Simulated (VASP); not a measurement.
Wanted: the native input for a VASP 6.6.1 run.

- Task: relaxation of cell and atoms
- Functional: PBE
- Potentials or basis: VASP PAW PBE potentials, release 64 (C, Br, N)
- Cutoff: 600 eV
- k mesh: 6 × 6 × 6
- Occupations: gaussian, width 0.1 eV
- Spin: no spin polarisation
- Dipole correction: no
- Further INCAR settings: ALGO = Normal; EDIFF = 1e-07; IBRION = 2; EDIFFG = -0.04; NSW = 90; ISIF = 3

The structure of C3BrN lies in POSCAR:

```
C3BrN
1.0
    2.3329026666      1.3469019826      5.5621762700
   -2.3329026666      1.3469019826      5.5621762700
    0.0000000000     -2.6938039651      5.5621762700
C Br N
6 2 2
Direct
    0.6967701143      0.8032298857      0.2500000000
    0.8032298857      0.2500000000      0.6967701143
    0.3032298857      0.1967701143      0.7500000000
    0.7500000000      0.3032298857      0.1967701143
    0.1967701143      0.7500000000      0.3032298857
    0.2500000000      0.6967701143      0.8032298857
    0.2500000000      0.2500000000      0.2500000000
    0.7500000000      0.7500000000      0.7500000000
    0.0000000000      0.0000000000      0.0000000000
    0.5000000000      0.5000000000      0.5000000000
```

One way to write it, as run:

INCAR

```
SYSTEM = C3BrN
  ALGO = Normal
  EDIFF = 1E-7
  EDIFFG = -0.04
  ENCUT = 600
  GGA = PE
  IBRION = 2
  ISIF = 3
  ISMEAR = 0
  LASPH = .TRUE.
  LCHARG = .FALSE.
  LREAL = .FALSE.
  LWAVE = .FALSE.
  NELM = 60
  NSW = 90
  PREC = Accurate
  SIGMA = 0.1
```

KPOINTS

```
k-points
0
G
  6 6 6
  0 0 0
```

Potentials or basis: VASP PAW PBE potentials, release 64 (C, Br, N).

The run is started by

```console
$ cat potpaw_PBE.64/C/POTCAR potpaw_PBE.64/Br/POTCAR potpaw_PBE.64/N/POTCAR > POTCAR
$ mpirun -np 1 vasp_std > vasp.out
```

Results of the run:

| Item | Value |
| --- | --- |
| Relaxed volume | 10.48 Å³/atom |
| Relaxed cell | a = 6.298 Å, b = 6.298 Å, c = 6.298 Å, α = 42.87°, β = 42.87°, γ = 42.87° |
| Space group after relaxing (to 0.1 Å) | R-3c (No. 167) |
| Energy gained by relaxing | 8.5 meV/atom |
| Ionic steps | 5 |
| Pressure after relaxing | -0.4 GPa |
| Largest force after relaxing | 0.014 eV/Å |
| Band gap on the k mesh | zero (bands 24 and 25 overlap by 0.86 eV) |

Run time: 13 min on 1 thread of Intel(R) Xeon(R) Platinum 8488C (Sapphire Rapids), with other jobs on the host, peak memory 0.42 GiB.
